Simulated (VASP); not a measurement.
# CaAg2As2 (I4/mmm) in VASP: single point with PBE

Aim: the single point of CaAg2As2 with PBE.

Program: VASP 6.6.1. These are calculated values, not measurements. Logs are shortened: lines on timing, memory, paths and dates and some standing lists are left out, and cuts for length are marked.

## (1) The cell of the first run

The structure is tetragonal, space group I4/mmm (No. 139). Conventional cell: a = 4.322 Å, b = 4.322 Å, c = 10.204 Å, α = 90.00°, β = 90.00°, γ = 90.00°. Within 4.3 Å of Ca (site symmetry 4/mmm) lie 10 As at 3.28 to 3.92 Å and 8 Ag at 3.34 Å. Ag (site symmetry -4m2) has 4 As at 2.56 Å and 4 Ag at 3.06 Å and 4 Ca at 3.34 Å within 3.4 Å. As (site symmetry 4mm) has 1 As at 2.36 Å and 4 Ag at 2.56 Å within 3.1 Å.

## (2) Single point, PBE (Ba replaced by Ca, lengths x 0.969, strained)

Contents of INCAR:

```
SYSTEM = CaAg2As2
PREC = Accurate
ENCUT = 520
EDIFF = 1E-6
ISMEAR = 0
SIGMA = 0.1
LREAL = .False.
LASPH = .True.
NELM = 60
ALGO = Normal
ISIF = 2
LWAVE = .False.
LCHARG = .False.
GGA = PE
NBANDS = 29
```

Contents of KPOINTS:

```
Automatic mesh
0
Gamma
  6 6 6
  0 0 0
```

Contents of POSCAR:

```
CaAg2As2
1.0
   -2.1607523629      2.1607523629      5.1018637867
    2.1607523629     -2.1607523629      5.1018637867
    2.1607523629      2.1607523629     -5.1018637867
Ca Ag As
1 2 2
Direct
    0.0000000000      0.0000000000      0.0000000000
    0.7500000000      0.2500000000      0.5000000000
    0.2500000000      0.7500000000      0.5000000000
    0.3842000000      0.3842000000      0.0000000000
    0.6158000000      0.6158000000      0.0000000000
```

Potentials or basis: VASP PAW PBE potentials, release 64 (Ca_sv, Ag, As).

Command:

```sh
> cat potpaw_PBE.64/Ca_sv/POTCAR potpaw_PBE.64/Ag/POTCAR potpaw_PBE.64/As/POTCAR > POTCAR
> mpirun -np 1 vasp_std > vasp.out
```

OUTCAR:

```text
SYSTEM = CaAg2As2
   PREC = Accurate
   ENCUT = 520
   EDIFF = 1E-6
   ISMEAR = 0
   LREAL = .False.
   LASPH = .True.
   NELM = 60
   ISIF = 2
   GGA = PE

 ion  position               nearest neighbor table
   1  0.000  0.000  0.000-   2 3.34   3 3.34   2 3.34   3 3.34   2 3.34   3 3.34   2 3.34   3 3.34

   2  0.750  0.250  0.500-   4 2.56   5 2.56   4 2.56   5 2.56   3 3.06   3 3.06   3 3.06   3 3.06
                             1 3.34   1 3.34   1 3.34   1 3.34
   3  0.250  0.750  0.500-   4 2.56   5 2.56   4 2.56   5 2.56   2 3.06   2 3.06   2 3.06   2 3.06
                             1 3.34   1 3.34   1 3.34   1 3.34
   4  0.384  0.384  0.000-   5 2.36   3 2.56   2 2.56   3 2.56   2 2.56
   5  0.616  0.616  0.000-   4 2.36   2 2.56   3 2.56   2 2.56   3 2.56

  LATTYP: Found a body centered tetragonal cell.
 ALAT       =     4.3215047258
 C/A-ratio  =     2.3611515481

  Lattice vectors:

 A1 = (  -2.1607523629,   2.1607523629,   5.1018637867)
 A2 = (   2.1607523629,  -2.1607523629,   5.1018637867)
 A3 = (   2.1607523629,   2.1607523629,  -5.1018637867)

Analysis of symmetry for initial positions (statically):
=====================================================================
 Subroutine PRICEL returns:
 Original cell was already a primitive cell.

 Routine SETGRP: Setting up the symmetry group for a
 body centered tetragonal supercell.

 Subroutine GETGRP returns: Found 16 space group operations
 (whereof 16 operations were pure point group operations)
 out of a pool of 16 trial point group operations.

The static configuration has the point symmetry D_4h.

Analysis of symmetry for dynamics (positions and initial velocities):
=====================================================================
 Subroutine PRICEL returns:
 Original cell was already a primitive cell.

 Routine SETGRP: Setting up the symmetry group for a
 body centered tetragonal supercell.

 Subroutine GETGRP returns: Found 16 space group operations
 (whereof 16 operations were pure point group operations)
 out of a pool of 16 trial point group operations.

The dynamic configuration has the point symmetry D_4h.

 Subroutine INISYM returns: Found 16 space group operations
 (whereof 16 operations are pure point group operations),
 and found     1 'primitive' translations

----------------------------------------------------------------------------------------

                                     Primitive cell

  volume of cell :      95.2794

  direct lattice vectors                    reciprocal lattice vectors
    -2.160752363  2.160752363  5.101863787     0.000000000  0.231400881  0.098003401
     2.160752363 -2.160752363  5.101863787     0.231400881  0.000000000  0.098003401
     2.160752363  2.160752363 -5.101863787     0.231400881  0.231400881  0.000000000

  length of vectors
     5.946992151  5.946992151  5.946992151     0.251298695  0.251298695  0.327250264

  position of ions in fractional coordinates (direct lattice)
     0.000000000  0.000000000  0.000000000
     0.750000000  0.250000000  0.500000000
     0.250000000  0.750000000  0.500000000
     0.384200000  0.384200000  0.000000000
     0.615800000  0.615800000  0.000000000

  ion indices of the primitive-cell ions
   primitive index   ion index
                 1           1
                 2           2
                 3           3
                 4           4
                 5           5

----------------------------------------------------------------------------------------

 KPOINTS: Automatic mesh

Automatic generation of k-mesh.
 Grid dimensions read from file:
 generate k-points for:    6    6    6

 Generating k-lattice:

  Cartesian coordinates                     Fractional coordinates (reciprocal lattice)
     0.000000000  0.038566813  0.016333900     0.166666667  0.000000000  0.000000000
     0.038566813  0.000000000  0.016333900     0.000000000  0.166666667  0.000000000
     0.038566813  0.038566813  0.000000000     0.000000000  0.000000000  0.166666667

  Length of vectors
     0.041883116  0.041883116  0.054541711

  Shift w.r.t. Gamma in fractional coordinates (k-lattice)
     0.000000000  0.000000000  0.000000000

 Subroutine IBZKPT returns following result:
 ===========================================

 Found     30 irreducible k-points:

 Following reciprocal coordinates:
            Coordinates               Weight
  0.000000  0.000000  0.000000      1.000000
  0.166667  0.000000  0.000000      8.000000
  0.333333  0.000000 -0.000000      8.000000
  0.500000  0.000000  0.000000      4.000000
  0.166667  0.166667 -0.000000      8.000000
  0.333333  0.166667  0.000000     16.000000
[... 16 lines left out ...]
 -0.333333 -0.333333  0.166667      8.000000
 -0.166667 -0.333333  0.166667      8.000000
 [... further k-points ...]
   k-points           NKPTS =     30   k-points in BZ     NKDIM =     30   number of bands    NBANDS=     29
   number of dos      NEDOS =    301   number of ions     NIONS =      5
   total plane-waves  NPLWV = 110592
   dimension x,y,z NGX =    48 NGY =   48 NGZ =   48
   dimension x,y,z NGXF=    96 NGYF=   96 NGZF=   96
   ions per type =               1   2   2
   NGX,Y,Z   is equivalent  to a cutoff of  13.42, 13.42, 13.42 a.u.
   NGXF,Y,Z  is equivalent  to a cutoff of  26.84, 26.84, 26.84 a.u.
 SYSTEM =  CaAg2As2
   PREC   = accura    normal or accurate (medium, high low for compatibility)
   ISTART =      0    job   : 0-new  1-cont  2-samecut
   ICHARG =      2    charge: 1-file 2-atom 10-const
   ISPIN  =      1    spin polarized calculation?
   LNONCOLLINEAR =      F non collinear calculations
   LSORBIT =      F    spin-orbit coupling
   LASPH  =      T    aspherical Exc in radial PAW
   ENCUT  =  520.0 eV  38.22 Ry    6.18 a.u.  11.06 11.06 11.06*2*pi/ulx,y,z
   NELM   =     60;   NELMIN=  2; NELMDL= -5     # of ELM steps
   EDIFF  = 0.1E-05   stopping-criterion for ELM
   LREAL  =      F    real-space projection
   EDIFFG = 0.1E-04   stopping-criterion for IOM
   NSW    =      0    number of steps for IOM
   IBRION =     -1    ionic relax: 0-MD 1-quasi-New 2-CG
   NFREE  =      0    steps in history (QN), initial steepest desc. (CG)
   ISIF   =      2    stress and relaxation
   ISYM   =      2    0-nonsym 1-usesym 2-fastsym
   POTIM  = 0.5000    time-step for ionic-motion
   TEBEG  =    0.0;   TEEND  =   0.0 temperature during run
   PSTRESS=    0.0 pullay stress
   NELECT =      42.0000    total number of electrons
   NUPDOWN=      -1.0000    fix difference up-down
   EMIN   =  10.00;   EMAX   =-10.00  energy-range for DOS
   EFERMI =   0.00;   METHOD = LEGACY
   ISMEAR =     0;   SIGMA  =   0.10  broadening in eV -4-tet -1-fermi 0-gaus
   EFERMI_NEDOS =   21; number of points for ismear=-14 and -15
   IALGO  =     38    algorithm
   IMIX   =      4    mixing-type and parameters
     AMIX     =   0.40;   BMIX     =  1.00
     AMIX_MAG =   1.60;   BMIX_MAG =  1.00
  volume/ion in A,a.u.               =      19.06       128.60
  Fermi-wavevector in a.u.,A,eV,Ry     =   1.245924  2.354455 21.120695  1.552327
  Thomas-Fermi vector in A             =   2.380125
   LORBIT       =      0    0 simple, 1 ext, 2 COOP (PROOUT), +10 PAW based schemes
   GGA     = PE    functional components
   LHFCALC =     F    Hartree Fock is set to
   AEXX    =    0.0000 exact exchange contribution
   IVDW    =     0    specifies the selected vdW correction
   LEPSILON=     F    determine dielectric tensor
   LRPA    =     F    only Hartree local field effects (RPA)
 non-spin polarized calculation
 Gauss-broadening in eV      SIGMA  =   0.10
  energy-cutoff  :      520.00
  volume of cell :       95.28
 maximum number of plane-waves:      2598
 NGX is ok and might be reduce to    48
   NGX = 23   NGY = 23   NGZ = 23

 number of electron      42.0000004 magnetization

 Free energy of the ion-electron system (eV)
  ---------------------------------------------------
  ext. energy  EPLUGINS =         0.00000000
  ---------------------------------------------------
  free energy    TOTEN  =       -17.93201381 eV

  energy without entropy =      -17.92722194  energy(sigma->0) =      -17.92961787

 E-fermi :   7.7356     XC(G=0): -10.8909

 val. band max:        7.7069873219   @ k =   0.3333   0.3333  -0.0000
 cond. band min:       7.7684587255   @ k =   0.5000   0.0000   0.0000
 fundamental gap:      0.0614714036
 Fermi energy:         7.7356425063

 k-point     1 :       0.0000    0.0000    0.0000
  band No.  band energies     occupation
      1     -34.3231      2.00000
      2     -15.3506      2.00000
      3     -15.3447      2.00000
      4     -15.3447      2.00000
      5      -6.3164      2.00000
      6      -3.4165      2.00000
[... 21 lines left out ...]
     28      11.6113      0.00000
     29      11.6113      0.00000

 k-point     2 :       0.1667    0.0000    0.0000
  band No.  band energies     occupation
      1     -34.3227      2.00000
      2     -15.3548      2.00000
      3     -15.3501      2.00000
      4     -15.3436      2.00000
      5      -6.1872      2.00000
      6      -3.4647      2.00000
[... 21 lines left out ...]
     28      11.3305      0.00000
     29      11.9025      0.00000

 k-point     3 :       0.3333    0.0000   -0.0000
  band No.  band energies     occupation
      1     -34.3220      2.00000
      2     -15.3747      2.00000
      3     -15.3491      2.00000
      4     -15.3412      2.00000
      5      -5.9025      2.00000
      6      -3.5737      2.00000
[... 21 lines left out ...]
     28      11.3620      0.00000
     29      12.5172      0.00000

 k-point     4 :       0.5000    0.0000    0.0000
  band No.  band energies     occupation
      1     -34.3217      2.00000
      2     -15.3845      2.00000
      3     -15.3485      2.00000
      4     -15.3400      2.00000
      5      -5.7424      2.00000
      6      -3.6390      2.00000
[... 597 lines left out ...]
     28      10.8624      0.00000
     29      12.7706      0.00000

 k-point    23 :      -0.3333   -0.3333    0.1667
  band No.  band energies     occupation
      1     -34.3223      2.00000
      2     -15.3544      2.00000
      3     -15.3519      2.00000
      4     -15.3518      2.00000
      5      -5.8506      2.00000
      6      -3.9498      2.00000
[... 21 lines left out ...]
     28      11.0759      0.00000
     29      11.6394      0.00000

 k-point    24 :      -0.1667   -0.3333    0.1667
  band No.  band energies     occupation
      1     -34.3227      2.00000
      2     -15.3549      2.00000
      3     -15.3520      2.00000
      4     -15.3435      2.00000
      5      -6.0232      2.00000
      6      -3.8252      2.00000
[... 21 lines left out ...]
     28      11.1552      0.00000
     29      11.6955      0.00000

 [... further k-points ...]
[... 5 lines left out ...]
  --------------------------------------------------------------------------------------
  -------------------------------------------------------------------------------------
  Total        6.3692878      6.3692878     10.5247161      0.0000000      0.0000000      0.0000000
  in kB      107.1032410    107.1032410    176.9791596      0.0000000      0.0000000      0.0000000
  external PRESSURE =     130.3952138 kB  Pullay stress =       0.0000000 kB

 VOLUME and BASIS-vectors are now :
 -----------------------------------------------------------------------------
  energy-cutoff  :      520.00
  volume of cell :       95.28
      direct lattice vectors                 reciprocal lattice vectors
    -2.160752363  2.160752363  5.101863787     0.000000000  0.231400881  0.098003401
     2.160752363 -2.160752363  5.101863787     0.231400881  0.000000000  0.098003401
     2.160752363  2.160752363 -5.101863787     0.231400881  0.231400881  0.000000000

 POSITION                                       TOTAL-FORCE (eV/Angst)
 -----------------------------------------------------------------------------------
      0.00000      0.00000      0.00000        -0.000000     -0.000000     -0.000000
      0.00000      2.16075      2.55093        -0.000000     -0.000000     -0.000000
      2.16075      0.00000      2.55093        -0.000000     -0.000000     -0.000000
      0.00000      0.00000      3.92027         0.000000      0.000000      0.123835
      0.00000      0.00000      6.28346        -0.000000     -0.000000     -0.123835
 -----------------------------------------------------------------------------------
    total drift:                                0.000000     -0.000000      0.000000

  FREE ENERGIE OF THE ION-ELECTRON SYSTEM (eV)
  ---------------------------------------------------
  free  energy   TOTEN  =       -17.9320138080 eV

  energy  without entropy=      -17.9272219391  energy(sigma->0) =      -17.92961787
```

It took 57 s on 1 thread of Intel Xeon 6975P-C (Granite Rapids), shared host; peak memory 0.37 GiB.

Results:

| Property | Result |
| --- | --- |
| Free energy | -17.9320 eV |
| Pressure | 13.0 GPa |
| Largest force | 0.124 eV/Å |
| Band gap on the k mesh | zero (band 21 reaches 8.33 eV, above the bottom of band 22 at 7.39 eV) |

Forces in eV/Å, atoms in the order of the input:
```
Ca   0.000  0.000  0.000
Ag   0.000  0.000  0.000
Ag   0.000  0.000  0.000
As   0.000  0.000  0.124
As   0.000  0.000 -0.124
```

Levels at points of the mesh, in eV from the Fermi level:
| k point | band 19 | band 20 | band 21 | band 22 | band 23 | band 24 |
| --- | --- | --- | --- | --- | --- | --- |
| (0.00, 0.00, 0.00) | -2.70 | -1.39 | -1.39 | -0.17 | 0.48 | 2.19 |
| (0.50, 0.00, 0.00) | -2.40 | -1.39 | -0.13 | 0.03 | 1.37 | 1.52 |
| (0.50, 0.50, 0.00) | -3.87 | -3.35 | -2.49 | 0.05 | 1.86 | 2.71 |
| (0.50, 0.50, 0.50) | -1.95 | -0.66 | -0.14 | 0.23 | 0.92 | 0.92 |

Caveat: the cell differs from its parent crystal (Ba replaced by Ca, lengths x 0.969, strained).
